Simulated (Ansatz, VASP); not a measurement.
Two plane-wave programs on Cu

Contents of INCAR:

```
PREC = Accurate
ENCUT = 520
EDIFF = 1E-6
ISMEAR = 0
SIGMA = 0.05
LREAL = F
LASPH = T
NELM = 60
ALGO = Normal
ISIF = 2
LWAVE = F
LCHARG = T
GGA = PS
LELF = T
LVHAR = T
NBANDS = 12
```

File KPOINTS:

```
regular mesh
0
Gamma
  20 20 20
```

File POSCAR:

```
Cu
1.0
    0.0000000000      1.7809868751      1.7809868751
    1.7809868751      0.0000000000      1.7809868751
    1.7809868751      1.7809868751      0.0000000000
Cu
1
Direct
    0.0000000000      0.0000000000      0.0000000000
```

Input for Ansatz:

```yaml
crystal:
  lattice:
    - [0.0, 1.7809868751, 1.7809868751]
    - [1.7809868751, 0.0, 1.7809868751]
    - [1.7809868751, 1.7809868751, 0.0]
  atoms:
    - { symbol: Cu, position: [0.0, 0.0, 0.0] }
basis:
  ecutwfc: 420
  ecutrho_ratio: 4
kpoints:
  mp_grid: { grid: [20, 20, 20] }
hamiltonian:
  xc: pbesol
scf:
  occupations: { method: gaussian, width: 0.05 }
output:
  forces: true
  stress: true
  eigenvalues: true
```

Alike in both runs: task single point; functional PBEsol; k mesh 20 × 20 × 20; occupations gaussian, width 0.05 eV; no spin polarisation.

|  | VASP | Ansatz |
| --- | --- | --- |
| version | VASP 6.6.1 | Ansatz 0.2.0 |
| potentials or method | VASP PAW PBE potentials, release 64 (Cu), cutoff 520 eV | scalar-relativistic, plane waves, PAW |
| valence electrons in the cell | 11 | 19 |

```tsv
	VASP	Ansatz	Ansatz less VASP
pressure (GPa)	1.0	0.3	-0.70
```

VASP's potentials were made for PBE, not for PBEsol. VASP's potentials hold 11 valence electrons a cell and Ansatz's 19, so a difference there can come from the potentials and not from the codes.
